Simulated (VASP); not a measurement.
Write the native input for VASP 6.6.1 that does the following.

- Task: relaxation of cell and atoms
- Functional: r2SCAN
- Potentials or basis: VASP PAW PBE potentials, release 64 (Ca_sv)
- Cutoff: 600 eV
- k mesh: 9 × 9 × 9
- Occupations: fermi-dirac, width 0.05 eV
- Spin: no spin polarisation
- Dipole correction: no
- Further INCAR settings: ALGO = Normal; EDIFF = 1e-07; IBRION = 2; EDIFFG = -0.01; NSW = 60; ISIF = 3

The system is Ca.

```
CELL_PARAMETERS angstrom
-2.20520 2.20520 2.19611
2.20520 -2.20520 2.19611
2.20520 2.20520 -2.19611
ATOMIC_POSITIONS crystal
Ca 0.50000 0.50000 0.00000
```

This isn't the form of Ca at room conditions, which is fcc.

The input as run:

POSCAR

```
Ca
1.0
   -2.2052049036      2.2052049036      2.1961148100
    2.2052049036     -2.2052049036      2.1961148100
    2.2052049036      2.2052049036     -2.1961148100
Ca
1
Direct
    0.5000000000      0.5000000000      0.0000000000
```

INCAR.step1

```
SYSTEM = Ca
ALGO = Normal ; EDIFF = 1E-4
ENCUT = 600 ; GGA = PE
ISMEAR = -1 ; LASPH = .True.
LCHARG = .False. ; LREAL = .False.
LWAVE = .True. ; NELM = 100
PREC = Accurate ; SIGMA = 0.05
```

INCAR.step2

```
SYSTEM = Ca
ALGO = Normal ; EDIFF = 1E-7
EDIFFG = -0.01 ; ENCUT = 600
IBRION = 2 ; ISIF = 3
ISMEAR = -1 ; ISTART = 1
LASPH = .True. ; LCHARG = .False.
LMIXTAU = .True. ; LREAL = .False.
LWAVE = .False. ; METAGGA = R2SCAN
NELM = 100 ; NSW = 60
PREC = Accurate ; SIGMA = 0.05
```

KPOINTS

```
k-points
0
Gamma
  9 9 9
  0 0 0
```

Potentials or basis: VASP PAW PBE potentials, release 64 (Ca_sv).

Launch:

```console
$ cat potpaw_PBE.64/Ca_sv/POTCAR > POTCAR
$ cp INCAR.step1 INCAR
$ mpirun -np 1 vasp_std > vasp.out
$ cp INCAR.step2 INCAR
$ mpirun -np 1 vasp_std > vasp.out
```

It gave:

```
Relaxed volume                        : 43.49 Å³/atom
Relaxed cell                          : a = 3.837 Å, b = 3.837 Å, c = 3.837 Å, α = 109.37°, β = 109.37°, γ = 109.68°
Space group after relaxing (to 0.1 Å) : Im-3m (No. 229)
Energy gained by relaxing             : 0.8 meV/atom
Ionic steps                           : 3
Pressure after relaxing               : 0.0 GPa
Band gap on the k mesh                : zero (bands 5 and 6 overlap by 0.31 eV)
```

Caveat: the PAW data sets were made with another functional, which shifts forces and pressure a little.

Wall time 5.7 min on 1 thread of Intel(R) Xeon(R) Platinum 8375C CPU @ 2.90GHz (Ice Lake), with other jobs on the host, peak memory 0.2 GiB.
